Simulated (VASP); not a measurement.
A run of VASP 6.6.1:

Contents of INCAR:

```
PREC = Accurate
ENCUT = 520
EDIFF = 1E-6
ISMEAR = -1
SIGMA = 0.05
LREAL = Auto
LASPH = T
NELM = 80
ALGO = Normal
ISIF = 2
LWAVE = F
LCHARG = T
GGA = PE
LELF = T
LVHAR = T
NBANDS = 75
```

Contents of KPOINTS:

```
Automatic mesh
0
Gamma
  1 1 1
```

The input POSCAR:

```
ZnH20Cl2O10
1.0
    6.9062330000      0.0000000000      0.0000000000
    0.0000000000      6.9062330000      0.0000000000
    0.0000000000      0.0000000000      6.9062330000
O H Zn Cl
10 20 1 2
Direct
    0.3786724253      0.2760404985      0.2897672291
    0.8485378353      0.8704311019      0.4169711621
    1.0856135320      0.1282899086      0.5570185657
    0.8274988695      0.1581325159      1.0485745268
    0.5015614156      0.8964076364      0.2215390069
    0.9962160269      0.7777611905      0.9837055888
    0.2384802250      0.6640667930      0.3874181482
    0.7958173436      0.4704735563      0.2442286555
    0.3731701493      0.9612910540      0.7866517101
    0.6371635594      0.2265924130      0.5909154817
    0.4986075622      0.2837002459      0.3682904993
    0.3916896519      0.3138614061      0.1531515082
    0.7214931787      0.9125814319      0.3669294100
    0.9213126751      0.9827499304      0.4778581898
    1.1947613120      0.1651551577      0.4745857836
    1.0902759869      0.2113163573      0.6752451011
    0.9111189848      0.2433888344      0.9679517039
    0.8903551328      0.0346643387      1.0477636651
    0.4446562982      1.0278541138      0.2178466901
    0.5236284383      0.8575152330      0.0818825545
    1.0794162317      0.6692649958      0.9268004714
    0.8736166301      0.7409393804      0.9237452603
    0.3321781932      0.7458479898      0.3065202115
    0.2968188302      0.5377895591      0.3767176694
    0.7070714237      0.4978256598      0.1309831278
    0.8182318784      0.3270523888      0.2289815591
    0.2474576227      0.9902938404      0.7131673663
    0.4151322436      0.8268183248      0.7601104683
    0.5528484197      0.1411623384      0.6702206543
    0.6261445277      0.3610651422      0.6587237934
   -0.0121339665      0.6758822067      0.2590703210
    0.6145318294      0.6039906270      0.8825940277
    0.1633307188      0.4040987323      0.8996221240
```

Potentials or basis: VASP PAW PBE potentials, release 64 (O, H, Zn, Cl).

Run with:

```console
$ cat potpaw_PBE.64/O/POTCAR potpaw_PBE.64/H/POTCAR potpaw_PBE.64/Zn/POTCAR potpaw_PBE.64/Cl/POTCAR > POTCAR
$ mpirun -np 1 vasp_gam > vasp.out
```

Hardware: 1 thread of Intel Xeon 6975P-C, on a shared host.

How long does it take, and how much memory?

Wall time 84 s on 1 thread of Intel Xeon 6975P-C (shared host), peak memory 0.38 GiB. Counts: scf iterations 17, k points 1.
